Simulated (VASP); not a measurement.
Set up this calculation in VASP 6.6.1, as the native input.

```
Task                   : single point
Functional             : PBE
Potentials or basis    : VASP PAW PBE potentials, release 64 (Sr_sv, V_sv)
Cutoff                 : 520 eV
k mesh                 : 8 × 8 × 8
Occupations            : fermi-dirac, width 0.05 eV
Spin                   : collinear spin, ferromagnetic start
Starting moments       : [0.0, 2.0] μB
Dipole correction      : no
Further INCAR settings : ALGO = Normal; EDIFF = 1e-07; NBANDS = 22
```

The structure of SrV lies in POSCAR:

```
SrV
1.0
    0.0000000000      2.7386928315      2.7386928315
    2.7386928315      0.0000000000      2.7386928315
    2.7386928315      2.7386928315      0.0000000000
Sr V
1 1
Direct
    0.0000000000      0.0000000000      0.0000000000
    0.5000000000      0.5000000000      0.5000000000
```

This cell differs from its parent crystal: volume scaled by 0.94.

The input as run:

INCAR

```
SYSTEM = SrV
  PREC = Accurate
  ENCUT = 520
  EDIFF = 1E-7
  ISMEAR = -1
  SIGMA = 0.05
  LREAL = .FALSE.
  LASPH = .TRUE.
  NELM = 150
  ALGO = Normal
  ISIF = 2
  LWAVE = .FALSE.
  LCHARG = .TRUE.
  ISPIN = 2
  MAGMOM = 0 2
  LORBIT = 11
  LMAXMIX = 4
  GGA = PE
  LELF = .TRUE.
  LVHAR = .TRUE.
  NBANDS = 22
```

KPOINTS

```
Automatic mesh
0
G
  8 8 8
  0 0 0
```

Potentials or basis: VASP PAW PBE potentials, release 64 (Sr_sv, V_sv).

Run with:

```bash
$ cat potpaw_PBE.64/Sr_sv/POTCAR potpaw_PBE.64/V_sv/POTCAR > POTCAR
$ mpirun -np 1 vasp_std > vasp.out
```

Results of the run:

```
Pressure                                              : 24.9 GPa
Net moment                                            : 2.96 μB per cell
Site moments                                          : Sr +0.18; V +2.46 μB
Valence electrons inside the program's atomic spheres : Sr 8.40; V 11.65
```

Wall time 37 s on 1 thread of Intel(R) Xeon(R) Platinum 8559C (Emerald Rapids), with other jobs on the host, peak memory 0.21 GiB.
